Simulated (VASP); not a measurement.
A run of VASP 6.6.1 is set up as follows.

File INCAR:

```
PREC = Accurate ; ENCUT = 520
EDIFF = 1E-6 ; ISMEAR = -1
SIGMA = 0.05 ; LREAL = False
LASPH = True ; NELM = 150
ALGO = Normal ; ISIF = 2
LWAVE = False ; LCHARG = False
ISPIN = 2 ; MAGMOM = 1 0
LORBIT = 11 ; LMAXMIX = 4
GGA = PE ; NBANDS = 19
```

Contents of KPOINTS:

```
Automatic mesh
0
Gamma
  11 11 11
```

Contents of POSCAR:

```
NiO
1.0
    0.0000000000      2.0141198123      2.0141198123
    2.0141198123      0.0000000000      2.0141198123
    2.0141198123      2.0141198123      0.0000000000
Ni O
1 1
Direct
    0.0000000000      0.0000000000      0.0000000000
    0.5000000000      0.5000000000      0.5000000000
```

Potentials or basis: VASP PAW PBE potentials, release 64 (Ni, O).

The run is started by

```console
$ cat potpaw_PBE.64/Ni/POTCAR potpaw_PBE.64/O/POTCAR > POTCAR
$ mpirun -np 1 vasp_std > vasp.out
```

Question: Estimate the pressure.

Answer: 25.8 GPa.

Question: What does it give for the net moment?

Answer: 0.63 μB per cell.

Caveat: a cell with one magnetic atom can't hold antiferromagnetic order, which such compounds often take.
